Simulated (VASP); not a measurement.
# Cd (P6/mmm) in VASP: further runs, part 2 of 2

VASP 6.6.1. The steps go on from the part before.

## (5) Single point, RPBE (28.38 Å³/atom)

This run uses another cell than the first one, of 28.38 Å³/atom.

Input file INCAR:

```
SYSTEM = Cd
ALGO     = Normal         ! electronic algorithm
EDIFF    = 1E-6           ! SCF threshold, eV
ENCUT    = 520            ! plane-wave cutoff, eV
GGA      = RP             ! functional
ISIF     = 2              ! what is computed and relaxed
ISMEAR   = -1             ! smearing method
LASPH    = .True.         ! aspherical terms in the spheres
LCHARG   = .False.        ! write CHGCAR
LREAL    = .False.        ! projectors in reciprocal space
LWAVE    = .False.        ! write WAVECAR
NBANDS   = 25             ! bands
NELM     = 100            ! most SCF steps
PREC     = Accurate       ! precision mode
SIGMA    = 0.1            ! smearing width, eV
```

Input file KPOINTS:

```
k-points
0
Gamma
  8 8 11
  0 0 0
```

Input file POSCAR:

```
Cd
1.0
    5.4611006355      0.0000000000      0.0000000000
   -2.7305503178      4.7294518830      0.0000000000
    0.0000000000      0.0000000000      3.2965022842
Cd
3
Direct
    0.0000000000      1.0000000000      0.0000000000
    0.3333333333      0.6666666667      0.5000000000
    0.6666666667      0.3333333333      0.5000000000
```

Potentials or basis: VASP PAW PBE potentials, release 64 (Cd).

The run is started by

```bash
cat potpaw_PBE.64/Cd/POTCAR > POTCAR
mpirun -np 1 vasp_std > vasp.out
```

OUTCAR:

```text
SYSTEM = Cd
   EDIFF = 1E-6
   ENCUT = 520
   GGA = RP
   ISIF = 2
   ISMEAR = -1
   LASPH = .True.
   LREAL = .False.
   NELM = 100
   PREC = Accurate

 ion  position               nearest neighbor table
   1  0.000  0.000  0.000-   2 3.56   3 3.56   2 3.56   3 3.56   3 3.56   3 3.56   2 3.56   2 3.56
                             3 3.56   3 3.56   2 3.56   2 3.56
   2  0.333  0.667  0.500-   3 3.15   3 3.15   3 3.15   1 3.56   1 3.56   1 3.56   1 3.56   1 3.56
                             1 3.56
   3  0.667  0.333  0.500-   2 3.15   2 3.15   2 3.15   1 3.56   1 3.56   1 3.56   1 3.56   1 3.56
                             1 3.56

  LATTYP: Found a hexagonal cell.
 ALAT       =     5.4611006355
 C/A-ratio  =     0.6036333157

  Lattice vectors:

 A1 = (   5.4611006355,   0.0000000000,   0.0000000000)
 A2 = (  -2.7305503178,   4.7294518830,   0.0000000000)
 A3 = (   0.0000000000,   0.0000000000,   3.2965022842)

Analysis of symmetry for initial positions (statically):
=====================================================================
 Subroutine PRICEL returns:
 Original cell was already a primitive cell.

 Routine SETGRP: Setting up the symmetry group for a
 hexagonal supercell.

 Subroutine GETGRP returns: Found 24 space group operations
 (whereof 24 operations were pure point group operations)
 out of a pool of 24 trial point group operations.

The static configuration has the point symmetry D_6h.

Analysis of symmetry for dynamics (positions and initial velocities):
=====================================================================
 Subroutine PRICEL returns:
 Original cell was already a primitive cell.

 Routine SETGRP: Setting up the symmetry group for a
 hexagonal supercell.

 Subroutine GETGRP returns: Found 24 space group operations
 (whereof 24 operations were pure point group operations)
 out of a pool of 24 trial point group operations.

The dynamic configuration has the point symmetry D_6h.

 Subroutine INISYM returns: Found 24 space group operations
 (whereof 24 operations are pure point group operations),
 and found     1 'primitive' translations

----------------------------------------------------------------------------------------

                                     Primitive cell

  volume of cell :      85.1421

  direct lattice vectors                    reciprocal lattice vectors
     5.461100636  0.000000000  0.000000000     0.183113271  0.105720496  0.000000000
    -2.730550318  4.729451883  0.000000000     0.000000000  0.211440992  0.000000000
     0.000000000  0.000000000  3.296502284     0.000000000  0.000000000  0.303351830

  length of vectors
     5.461100636  5.461100636  3.296502284     0.211440992  0.211440992  0.303351830

  position of ions in fractional coordinates (direct lattice)
     0.000000000  0.000000000  0.000000000
     0.333333333  0.666666667  0.500000000
     0.666666667  0.333333333  0.500000000

  ion indices of the primitive-cell ions
   primitive index   ion index
                 1           1
                 2           2
                 3           3

----------------------------------------------------------------------------------------

 KPOINTS: k-points

Automatic generation of k-mesh.
 Grid dimensions read from file:
 generate k-points for:    8    8   11

 Generating k-lattice:

  Cartesian coordinates                     Fractional coordinates (reciprocal lattice)
     0.022889159  0.013215062  0.000000000     0.125000000 -0.000000000  0.000000000
     0.000000000  0.026430124  0.000000000     0.000000000  0.125000000  0.000000000
     0.000000000  0.000000000  0.027577439     0.000000000  0.000000000  0.090909091

  Length of vectors
     0.026430124  0.026430124  0.027577439

  Shift w.r.t. Gamma in fractional coordinates (k-lattice)
     0.000000000  0.000000000  0.000000000

 Subroutine IBZKPT returns following result:
 ===========================================

 Found     60 irreducible k-points:

 Following reciprocal coordinates:
            Coordinates               Weight
  0.000000  0.000000  0.000000      1.000000
  0.125000  0.000000  0.000000      6.000000
  0.250000  0.000000  0.000000      6.000000
  0.375000  0.000000  0.000000      6.000000
  0.500000  0.000000  0.000000      3.000000
  0.125000  0.125000  0.000000      6.000000
[... 16 lines left out ...]
  0.250000  0.000000  0.181818     12.000000
  0.375000  0.000000  0.181818     12.000000
 [... further k-points ...]
   k-points           NKPTS =     60   k-points in BZ     NKDIM =     60   number of bands    NBANDS=     25
   number of dos      NEDOS =    301   number of ions     NIONS =      3
   total plane-waves  NPLWV =  49392
   dimension x,y,z NGX =    42 NGY =   42 NGZ =   28
   dimension x,y,z NGXF=    84 NGYF=   84 NGZF=   56
   ions per type =               3
   NGX,Y,Z   is equivalent  to a cutoff of  12.79, 12.79, 14.12 a.u.
   NGXF,Y,Z  is equivalent  to a cutoff of  25.57, 25.57, 28.24 a.u.
 SYSTEM =  Cd
   PREC   = accura    normal or accurate (medium, high low for compatibility)
   ISTART =      0    job   : 0-new  1-cont  2-samecut
   ICHARG =      2    charge: 1-file 2-atom 10-const
   ISPIN  =      1    spin polarized calculation?
   LNONCOLLINEAR =      F non collinear calculations
   LSORBIT =      F    spin-orbit coupling
   LASPH  =      T    aspherical Exc in radial PAW
   ENCUT  =  520.0 eV  38.22 Ry    6.18 a.u.  10.15 10.15  6.13*2*pi/ulx,y,z
   NELM   =    100;   NELMIN=  2; NELMDL= -5     # of ELM steps
   EDIFF  = 0.1E-05   stopping-criterion for ELM
   LREAL  =      F    real-space projection
   EDIFFG = 0.1E-04   stopping-criterion for IOM
   NSW    =      0    number of steps for IOM
   IBRION =     -1    ionic relax: 0-MD 1-quasi-New 2-CG
   NFREE  =      0    steps in history (QN), initial steepest desc. (CG)
   ISIF   =      2    stress and relaxation
   ISYM   =      2    0-nonsym 1-usesym 2-fastsym
   POTIM  = 0.5000    time-step for ionic-motion
   TEBEG  =    0.0;   TEEND  =   0.0 temperature during run
   PSTRESS=    0.0 pullay stress
   NELECT =      36.0000    total number of electrons
   NUPDOWN=      -1.0000    fix difference up-down
   EMIN   =  10.00;   EMAX   =-10.00  energy-range for DOS
   EFERMI =   0.00;   METHOD = LEGACY
   ISMEAR =    -1;   SIGMA  =   0.10  broadening in eV -4-tet -1-fermi 0-gaus
   EFERMI_NEDOS =   21; number of points for ismear=-14 and -15
   IALGO  =     38    algorithm
   IMIX   =      4    mixing-type and parameters
     AMIX     =   0.40;   BMIX     =  1.00
     AMIX_MAG =   1.60;   BMIX_MAG =  1.00
  volume/ion in A,a.u.               =      28.38       191.52
  Fermi-wavevector in a.u.,A,eV,Ry     =   1.228742  2.321987 20.542186  1.509808
  Thomas-Fermi vector in A             =   2.363656
   LORBIT       =      0    0 simple, 1 ext, 2 COOP (PROOUT), +10 PAW based schemes
   GGA     = RP    functional components
   LHFCALC =     F    Hartree Fock is set to
   AEXX    =    0.0000 exact exchange contribution
   IVDW    =     0    specifies the selected vdW correction
   LEPSILON=     F    determine dielectric tensor
   LRPA    =     F    only Hartree local field effects (RPA)
 non-spin polarized calculation
  energy-cutoff  :      520.00
  volume of cell :       85.14
 maximum number of plane-waves:      2314
 NGX is ok and might be reduce to    42
   NGX = 21   NGY = 21   NGZ = 13

 number of electron      36.0000013 magnetization

 Free energy of the ion-electron system (eV)
  ---------------------------------------------------
  ext. energy  EPLUGINS =         0.00000000
  ---------------------------------------------------
  free energy    TOTEN  =        -0.90051940 eV

  energy without entropy =       -0.86408335  energy(sigma->0) =       -0.88230137

 E-fermi :   1.3594     XC(G=0):  -9.5103

 val. band max:        1.3578218809   @ k =   0.0000   0.0000   0.0000
 cond. band min:       1.3788443594   @ k =   0.1250   0.1250   0.3636
 fundamental gap:      0.0210224785
 Fermi energy:         1.3594305079

 k-point     1 :       0.0000    0.0000    0.0000
  band No.  band energies     occupation
      1      -7.6670      2.00000
      2      -7.3434      2.00000
      3      -7.3395      2.00000
      4      -7.2840      2.00000
      5      -7.2840      2.00000
      6      -7.1466      2.00000
[... 661 lines left out ...]
     24       9.0212      0.00000
     25       9.5431      0.00000

 [... further k-points ...]

------------------------ aborting loop because EDIFF is reached ----------------------------------------

  FORCE on cell =-STRESS in cart. coord.  units (eV):
  Direction    XX          YY          ZZ          XY          YZ          ZX
  --------------------------------------------------------------------------------------
  -------------------------------------------------------------------------------------
  Total       -0.9115723     -0.9115723     -0.9560469      0.0000000     -0.0000000     -0.0000000
  in kB      -17.1536808    -17.1536808    -17.9905901      0.0000000     -0.0000000     -0.0000000
  external PRESSURE =     -17.4326506 kB  Pullay stress =       0.0000000 kB

 VOLUME and BASIS-vectors are now :
 -----------------------------------------------------------------------------
  energy-cutoff  :      520.00
  volume of cell :       85.14
      direct lattice vectors                 reciprocal lattice vectors
     5.461100636  0.000000000  0.000000000     0.183113271  0.105720496  0.000000000
    -2.730550318  4.729451883  0.000000000     0.000000000  0.211440992  0.000000000
     0.000000000  0.000000000  3.296502284     0.000000000  0.000000000  0.303351830

 POSITION                                       TOTAL-FORCE (eV/Angst)
 -----------------------------------------------------------------------------------
      0.00000      0.00000      0.00000        -0.000000      0.000000     -0.000000
     -0.00000      3.15297      1.64825         0.000000      0.000000      0.000000
      2.73055      1.57648      1.64825        -0.000000     -0.000000     -0.000000
 -----------------------------------------------------------------------------------
    total drift:                                0.000000      0.000000     -0.000000

  FREE ENERGIE OF THE ION-ELECTRON SYSTEM (eV)
  ---------------------------------------------------
  free  energy   TOTEN  =        -0.9005193995 eV

  energy  without entropy=       -0.8640833475  energy(sigma->0) =       -0.88230137
```

Wall time 85 s (1 thread of Intel Xeon Platinum 8375C at 2.90GHz (Ice Lake), shared host); peak memory 0.26 GiB.

Results:

| Quantity | Value |
| --- | --- |
| Free energy | -0.9005 eV |
| Pressure | -1.7 GPa |
| Band gap on the k mesh | zero (bands 18 and 19 overlap by 3.98 eV) |

Stress tensor (GPa, compression positive):
```
-1.72  0.00  0.00
 0.00 -1.72  0.00
 0.00  0.00 -1.80
```

Levels at points of the mesh, in eV from the Fermi level:
| k point | band 15 | band 16 | band 17 | band 18 | band 19 | band 20 | band 21 | band 22 |
| --- | --- | --- | --- | --- | --- | --- | --- | --- |
| (0.00, 0.00, 0.00) | -8.16 | -7.04 | -0.18 | 0.00 | 1.01 | 1.01 | 1.09 | 1.09 |
| (0.50, 0.00, 0.00) | -8.14 | -5.11 | -5.11 | -1.28 | -1.23 | 5.64 | 5.69 | 6.61 |

Caveat: the PAW data sets were made with another functional, which shifts forces and pressure a little.

## (6) Single point, RPBE

Input file INCAR:

```
SYSTEM = Cd
PREC = Accurate
ENCUT = 520
EDIFF = 1E-6
ISMEAR = -1
SIGMA = 0.1
LREAL = .FALSE.
LASPH = .TRUE.
NELM = 100
ALGO = Normal
ISIF = 2
LWAVE = .FALSE.
LCHARG = .FALSE.
GGA = RP
NBANDS = 25
```

Input file KPOINTS:

```
Automatic mesh
0
G
  9 9 13
  0 0 0
```

Input file POSCAR:

```
Cd
1.0
    5.2586488578      0.0000000000      0.0000000000
   -2.6293244289      4.5541235004      0.0000000000
    0.0000000000      0.0000000000      3.1742956463
Cd
3
Direct
    0.0000000000      1.0000000000      0.0000000000
    0.3333333333      0.6666666667      0.5000000000
    0.6666666667      0.3333333333      0.5000000000
```

Potentials or basis: VASP PAW PBE potentials, release 64 (Cd).

The run is started by

```bash
cat potpaw_PBE.64/Cd/POTCAR > POTCAR
mpirun -np 1 vasp_std > vasp.out
```

Wall time 88 s (1 thread of Intel Xeon Platinum 8375C at 2.90GHz (Ice Lake), shared host); peak memory 0.26 GiB.

It converged, with:

```yaml
Free_energy: -0.9504 eV
Pressure: 0.2 GPa
Band_gap_on_the_k_mesh: zero (bands 18 and 19 overlap by 4.29 eV)
```

Levels at points of the mesh, in eV from the Fermi level:
| k point | band 14 | band 15 | band 16 | band 17 | band 18 | band 19 | band 20 | band 21 | band 22 | band 23 |
| --- | --- | --- | --- | --- | --- | --- | --- | --- | --- | --- |
| (0.00, 0.00, 0.00) | -8.26 | -8.26 | -7.77 | 0.05 | 0.25 | 0.92 | 0.92 | 0.98 | 0.98 | 7.43 |

Caveat: the PAW data sets were made with another functional, which shifts forces and pressure a little.

## (7) Overview

```csv
cell,k mesh,gap on the mesh (eV),pressure (GPa)
"a = 5.259, b = 5.259, c = 3.174 Å, angles 90.0, 90.0, 120.0°, 3 atoms",8 × 8 × 11,none,0.2
"a = 5.328, b = 5.328, c = 3.216 Å, angles 90.0, 90.0, 120.0°, 3 atoms",8 × 8 × 11,none,-0.7
"a = 5.395, b = 5.395, c = 3.257 Å, angles 90.0, 90.0, 120.0°, 3 atoms",8 × 8 × 11,none,-1.3
"a = 5.461, b = 5.461, c = 3.297 Å, angles 90.0, 90.0, 120.0°, 3 atoms",8 × 8 × 11,none,-1.7
"a = 5.259, b = 5.259, c = 3.174 Å, angles 90.0, 90.0, 120.0°, 3 atoms",9 × 9 × 13,none,0.2
```

Alike in all rows: task single point; level RPBE; potentials or basis VASP PAW PBE potentials, release 64 (Cd); no spin polarisation; cutoff (eV) 520; smearing fermi-dirac 0.1 eV.

Caveats: the PAW data sets were made with another functional, which shifts forces and pressure a little.

Total energies depend on the potentials used, so only differences within one code and one set of settings carry meaning.

The gap in the log of VASP goes by the Fermi energy; the results here count the filled bands.